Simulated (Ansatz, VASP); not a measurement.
**Two plane-wave programs on AlNi**

Contents of INCAR:

```
SYSTEM = AlNi
PREC     = Accurate       ! precision mode
ENCUT    = 520            ! plane-wave cutoff, eV
EDIFF    = 1E-6           ! SCF threshold, eV
ISMEAR   = 0              ! smearing method
SIGMA    = 0.15           ! smearing width, eV
LREAL    = .FALSE.        ! projectors in reciprocal space
LASPH    = .TRUE.         ! aspherical terms in the spheres
NELM     = 80             ! most SCF steps
ALGO     = Fast           ! electronic algorithm
ISIF     = 2              ! what is computed and relaxed
LWAVE    = .FALSE.        ! write WAVECAR
LCHARG   = .FALSE.        ! write CHGCAR
GGA      = PS             ! functional
NBANDS   = 14             ! bands
```

The input KPOINTS:

```
Automatic mesh
0
G
  16 16 16
  0 0 0
```

File POSCAR:

```
AlNi
1.0
    1.9538327071     -1.9537807868      0.0000000000
    1.9538327071      1.9537807868      0.0000000000
    0.0000000000      0.0000000000      3.0219000000
Al Ni
1 1
Direct
    0.0000000000      0.0000000000      0.0000000000
    0.5000000000      0.5000000000      0.5000000000
```

Input for Ansatz:

```yaml
crystal:
  lattice:
    - [1.9538327071, -1.9537807868, 0.0]
    - [1.9538327071, 1.9537807868, 0.0]
    - [0.0, 0.0, 3.0219]
  atoms:
    - { symbol: Al, position: [0.0, 0.0, 0.0] }
    - { symbol: Ni, position: [0.5, 0.5, 0.5] }
basis:
  ecutwfc: 520.0
kpoints:
  mp_grid: { grid: [16, 16, 16] }
hamiltonian:
  xc: pbesol
  pseudopotentials: { kind: paw, azcp: { folder: soft_1 } }
scf:
  occupations: { method: gaussian, width: 0.15 }
output:
  forces: true
  stress: true
  eigenvalues: true
```

Alike in both runs: task single point; functional PBEsol; k mesh 16 × 16 × 16; occupations gaussian, width 0.15 eV; no spin polarisation.

|  | VASP | Ansatz |
| --- | --- | --- |
| version | VASP 6.6.1 | Ansatz 0.2.0 |
| potentials or method | VASP PAW PBE potentials, release 64 (Al, Ni), cutoff 520 eV | scalar-relativistic, plane waves, PAW |
| valence electrons in the cell | 13 | 21 |

```tsv
	VASP	Ansatz	Ansatz less VASP
gap on the k mesh at the Fermi level (eV)	none	none	-
pressure (GPa)	3.3	3.2	-0.07
traceless stress, the component that is largest in VASP (GPa)	-3.79	-3.67	+0.121
```

VASP's potentials were made for PBE, not for PBEsol, and Ansatz warns of the same on its side. A gap of «none» marks a metal or a gap that the smearing closes. VASP's potentials hold 13 valence electrons a cell and Ansatz's 21, so a difference there can come from the potentials and not from the codes. Ansatz's warnings: near symmetry operations not taken.
